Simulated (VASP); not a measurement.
The system is MgO.

```
Mg O
1.0
     2.35115   -2.35115    0.00000
     2.35115    2.35115    0.00000
     0.00000    0.00000    3.32503
Mg O
2 2
Direct
  0.62500 0.62500 0.00000
  0.37500 0.37500 0.50000
  0.87500 0.12500 0.25000
  0.12500 0.87500 0.75000
```

```yaml
Program: VASP 6.6.1
Task: relaxation of cell and atoms
Functional: PBE
Potentials_or_basis: VASP PAW PBE potentials, release 64 (Mg, O)
Cutoff: 600 eV
k_mesh: 6 × 6 × 6
Occupations: gaussian, width 0.1 eV
Spin: no spin polarisation
```

At the start: pressure 48.3 GPa; volume 9.19 Å³/atom.

Where does the relaxation end?

Over 16 steps the energy falls by 2282.7 meV/atom and the volume is 12.05 Å³/atom (+31.1 %); space group I-4m2 (No. 119, to 0.05 Å).

The path:
```
step  energy change (eV)  largest force (eV/Å)  pressure (GPa)  volume (Å³)
   1              0.0000                7.6261           48.34        36.76
   2             -8.2924                1.5931          -10.95        52.42
   3             -8.3431                1.4523          -12.36        53.29
   4             -8.3734                1.1844          -15.14        55.05
   5             -8.3665                1.3410          -13.41        53.98
   6             -8.9292                0.6559            3.79        46.49
   7             -8.9296                0.6420            4.68        46.22
   8             -9.0461                0.3953            2.32        47.10
   9             -9.1021                0.0761           -0.91        48.28
  10             -9.1152                0.0332            0.58        47.84
  11             -9.1174                0.0963            1.35        47.59
  12             -9.1253                0.1085           -0.55        48.31
  13             -9.1254                0.1098           -0.73        48.38
  14             -9.1294                0.0679           -0.09        48.15
  15             -9.1299                0.0657            0.26        48.01
  16             -9.1307                0.0199           -0.25        48.18
```

Final structure:
```xyz
4
Lattice="2.3805 -2.3897 0.0000 2.3805 2.3897 0.0000 0.0000 0.0000 4.2349" Properties=species:S:1:pos:R:3 pbc="T T T"
Mg    3.5732    0.0000    4.2349
Mg    1.1877    0.0000    2.1175
O     2.3805   -1.1930    1.0587
O     2.3805    1.1930    3.1762
```

Caveat: the volume moved by over 15 % at a fixed basis, so the end points are rough.
